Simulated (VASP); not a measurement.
Crystal: S.

```xyz
9
Lattice="7.8484 0.0000 0.0000 -3.9242 6.7969 0.0000 0.0000 0.0000 4.3718" Properties=species:S:1:pos:R:3 pbc="T T T"
S     0.4217    0.7305    2.1859
S     0.8226    4.6884    3.2072
S     3.6490    3.0566    1.1647
S     7.0049    0.0000    0.7286
S    -0.2752    3.7403    0.2926
S    -0.5474    5.1651    1.7499
S     3.3768    1.6318    4.0792
S     4.7468    2.1085    2.6220
S    -3.5025    6.0664    3.6432
```

| Property | Result |
| --- | --- |
| Program | VASP 6.6.1 |
| Task | relaxation of cell and atoms |
| Functional | PBE |
| Dispersion | D3(BJ) |
| Potentials or basis | VASP PAW PBE potentials, release 64 (S) |
| Cutoff | 500 eV |
| k mesh | 9 × 9 × 9 |
| Occupations | gaussian, width 0.02 eV |
| Spin | no spin polarisation |

At the start: pressure -0.1 GPa; volume 25.91 Å³/atom.

Task: How do energy, volume and symmetry change on relaxing?

Result: Over 11 steps the energy falls by 9.1 meV/atom and the volume is 23.20 Å³/atom (-10.5 %); space group P3_221 (No. 154, to 0.1 Å) before and after.

Step by step:
```
step  energy change (eV)  largest force (eV/Å)  pressure (GPa)  volume (Å³)
   1              0.0000                0.2309           -0.06       233.21
   2             -0.0107                0.0750           -0.97       232.86
   3             -0.0109                0.0350           -0.85       232.91
   4             -0.0230                0.0382           -0.76       230.44
   5             -0.0520                0.0436           -0.46       223.13
   6             -0.0704                0.0370            0.42       208.93
   7             -0.0717                0.0366            0.18       212.20
   8             -0.0812                0.0827           -0.12       209.69
   9             -0.0813                0.0944           -0.16       209.37
  10             -0.0806                0.0886            0.37       208.00
  11             -0.0821                0.0189            0.06       208.79
```

Final structure:
```yaml
crystal:
  lattice:
    - [7.43183, 0.00000, 0.00000]
    - [-3.71592, 6.43615, 0.00000]
    - [0.00000, 0.00000, 4.36512]
  atoms:
    - { symbol: S, position: [0.11509, 0.11509, 0.50000] }
    - { symbol: S, position: [0.45707, 0.69065, 0.73371] }
    - { symbol: S, position: [0.69065, 0.45707, 0.26629] }
    - { symbol: S, position: [0.88491, 0.00000, 0.16667] }
    - { symbol: S, position: [0.23358, 0.54293, 0.06705] }
    - { symbol: S, position: [0.30935, 0.76642, 0.40038] }
    - { symbol: S, position: [0.54293, 0.23358, 0.93295] }
    - { symbol: S, position: [0.76642, 0.30935, 0.59962] }
    - { symbol: S, position: [0.00000, 0.88491, 0.83333] }
```
